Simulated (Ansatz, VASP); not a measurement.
HfOs3 in VASP and in Ansatz

The input INCAR:

```
SYSTEM = HfOs3
PREC = Accurate ; ENCUT = 520
EDIFF = 1E-7 ; ISMEAR = -1
SIGMA = 0.05 ; LREAL = .False.
LASPH = .True. ; NELM = 80
ALGO = Fast ; ISIF = 2
LWAVE = .False. ; LCHARG = .False.
GGA = PE ; NBANDS = 25
```

The input KPOINTS:

```
regular mesh
0
Gamma
  7 7 7
  0 0 0
```

Contents of POSCAR:

```
HfOs3
1.0
    3.9735610000      0.0000000000      0.0000000000
    0.0000000000      3.9735610000      0.0000000000
    0.0000000000      0.0000000000      3.9735610000
Os Hf
3 1
Direct
   -0.0043270000      0.5012510000      0.5027300000
    0.4979010000     -0.0074730000      0.5014990000
    0.5029540000      0.5009270000     -0.0089410000
    0.0123240000      0.0081880000     -0.0049070000
```

The input input.yaml:

```yaml
crystal:
  lattice:
    - [3.973561, 0.0, 0.0]
    - [0.0, 3.973561, 0.0]
    - [0.0, 0.0, 3.973561]
  atoms:
    - { symbol: Os, position: [-0.004327, 0.501251, 0.50273] }
    - { symbol: Os, position: [0.497901, -0.007473, 0.501499] }
    - { symbol: Os, position: [0.502954, 0.500927, -0.008941] }
    - { symbol: Hf, position: [0.012324, 0.008188, -0.004907] }
hamiltonian:
  xc: pbe
  pseudopotentials: { kind: paw }
kpoints:
  mp_grid: { grid: [7, 7, 7] }
scf:
  occupations: { method: fermi_dirac, width: 0.05 }
output:
  forces: true
  stress: true
  eigenvalues: true
```

Change from the starting cell: atoms moved at random, drawn with an rms of 0.05 Å.

Alike in both runs: task single point; functional PBE; k mesh 7 × 7 × 7; occupations fermi-dirac, width 0.05 eV; no spin polarisation.

```csv
,VASP,Ansatz
version,VASP 6.6.1,Ansatz 0.2.0
potentials or method,"VASP PAW PBE potentials, release 64 (Os, Hf_pv)",Ansatz PAW
plane-wave cutoff (eV),520,420
valence electrons in the cell,34,74
```

```csv
,VASP,Ansatz,Ansatz less VASP
gap on the k mesh at the Fermi level (eV),none,none,-
pressure (GPa),0.5,1.2,+0.75
"traceless stress, the component that is largest in VASP (GPa)",-0.23,-0.24,-0.010
rms of the force components (eV/Å),0.305,0.315,+0.0100
```

Atom by atom the forces differ by 0.012 eV/Å (rms over components). A gap of «none» marks a metal or a gap that the smearing closes. VASP's potentials hold 34 valence electrons a cell and Ansatz's 74, so a difference there can come from the potentials and not from the codes.

Spin-orbit coupling is off throughout.
